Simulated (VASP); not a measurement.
Input of a VASP 6.6.1 run:

The input INCAR:

```
  ALGO = Normal
  EDIFF = 1E-6
  ENCUT = 520
  GGA = PE
  ISIF = 2
  ISMEAR = 0
  LASPH = T
  LCHARG = F
  LREAL = F
  LWAVE = F
  NBANDS = 16
  NELM = 100
  PREC = Accurate
  SIGMA = 0.05
```

Contents of KPOINTS:

```
k-points
0
Gamma
  9 9 6
```

The input POSCAR:

```
MgO
1.0
    3.3152854007      0.0000000000      0.0000000000
   -1.6576427004      2.8711213778      0.0000000000
    0.0000000000      0.0000000000      5.1215474231
Mg O
2 2
Direct
    0.2865415654      0.6406489578      0.0063188067
    0.7134584346      0.3593510422      0.5063188067
    0.3765664691      0.6907056630      0.3982811933
    0.6234335309      0.3092943370      0.8982811933
```

Potentials or basis: VASP PAW PBE potentials, release 64 (Mg, O).

Launch:

```console
$ cat potpaw_PBE.64/Mg/POTCAR potpaw_PBE.64/O/POTCAR > POTCAR
$ mpirun -np 1 vasp_std > vasp.out
```

Q: Predict the pressure.

A: -0.8 GPa.

Q: What does it give for the band gap on the k mesh?

A: 3.27 eV.

Forces on the atoms (eV/Å):
```
Mg   0.396  0.251  0.091
Mg  -0.396 -0.251  0.091
O   -0.184 -0.130 -0.091
O    0.184  0.130 -0.091
```

Caveat: the cell differs from its parent crystal (atoms displaced along a vibrational mode); an odd mesh through Γ misses points on the zone boundary, where band edges can lie.
